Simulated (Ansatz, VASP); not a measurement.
**One calculation of InSb, two programs**

```
In Sb
1.0
     2.83843    0.00000    0.00000
     0.00000    2.83843    0.00000
     0.00000    0.00000    5.69190
In Sb
1 1
Cartesian
  0.0000 0.0000 0.0000
  0.0000 0.0000 2.8460
```

Alike in both runs: task single point; functional LDA; k mesh 16 × 16 × 8; occupations gaussian, width 0.15 eV; no spin polarisation.

```csv
,VASP,Ansatz
version,VASP 6.6.1,Ansatz 0.2.0
potentials or method,"VASP PAW LDA potentials, release 64 (In_d, Sb), cutoff 520 eV","scalar-relativistic, plane waves, PAW"
valence electrons in the cell,18,28
```

Ansatz gave:

```
gap on the k mesh at the Fermi level (eV)                     : none
pressure (GPa)                                                : 14.7
traceless stress, the component that is largest in VASP (GPa) : -0.25
```

Which values does VASP return?

gap on the k mesh at the Fermi level (eV): none; pressure (GPa): 15.2; traceless stress, the component that is largest in VASP (GPa): -0.37.

Ansatz warns that its potentials were made for another functional, while VASP's fit it. LDA's correlation is that of Perdew and Zunger in VASP and of Perdew and Wang (1992) in Ansatz. A gap of «none» marks a metal or a gap that the smearing closes. VASP's potentials hold 18 valence electrons a cell and Ansatz's 28, so a difference there can come from the potentials and not from the codes.

Neither program's run includes spin-orbit coupling.
